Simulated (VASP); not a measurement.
Wanted: the native input for a VASP 6.6.1 run.

* Task: single point
* Functional: PBE
* Potentials or basis: VASP PAW PBE potentials, release 64 (Cd, Hg, S)
* Cutoff: 520 eV
* k mesh: 4 × 4 × 4
* Occupations: gaussian, width 0.1 eV
* Spin: no spin polarisation
* Dipole correction: no
* Further INCAR settings: ALGO = Normal; EDIFF = 1e-06; NBANDS = 46

The structure of Cd3HgS4 lies in POSCAR:

```
Cd3HgS4
1.0
   -2.9715129366      2.9715129366      5.9434907095
    2.9715129366     -2.9715129366      5.9434907095
    2.9715129366      2.9715129366     -5.9434907095
Cd Hg S
3 1 4
Direct
    0.0000000000      0.0000000000      0.0000000000
    0.2500000000      0.7500000000      0.5000000000
    0.7500000000      0.2500000000      0.5000000000
    0.5000000000      0.5000000000      0.0000000000
    0.8782691426      0.8782691426      0.5043250808
    0.3739440619      0.3739440619      0.4956749192
    0.1217308574      0.6260559381      0.0000000000
    0.6260559381      0.1217308574      0.0000000000
```

One way to write it, as run:

INCAR

```
ALGO     = Normal         # electronic algorithm
EDIFF    = 1E-6           # SCF threshold, eV
ENCUT    = 520            # plane-wave cutoff, eV
GGA      = PE             # functional
ISIF     = 2              # what is computed and relaxed
ISMEAR   = 0              # smearing method
LASPH    = T              # aspherical terms in the spheres
LCHARG   = F              # write CHGCAR
LREAL    = F              # projectors in reciprocal space
LWAVE    = F              # write WAVECAR
NBANDS   = 46             # bands
NELM     = 100            # most SCF steps
PREC     = Accurate       # precision mode
SIGMA    = 0.1            # smearing width, eV
```

KPOINTS

```
k-points
0
Gamma
  4 4 4
```

Potentials or basis: VASP PAW PBE potentials, release 64 (Cd, Hg, S).

Run with:

```sh
$ cat potpaw_PBE.64/Cd/POTCAR potpaw_PBE.64/Hg/POTCAR potpaw_PBE.64/S/POTCAR > POTCAR
$ mpirun -np 1 vasp_std > vasp.out
```

Results of the run:

| Property | Result |
| --- | --- |
| Pressure | 0.3 GPa |
| Largest force | 0.015 eV/Å |
| Band gap on the k mesh | 0.63 eV |

Caveat: spin-orbit coupling is left out, which moves the levels of the heavy elements.

Run time: 110 s on 1 thread of AMD EPYC 9R45 96-Core Processor (Zen 5), with other jobs on the host, peak memory 0.42 GiB.
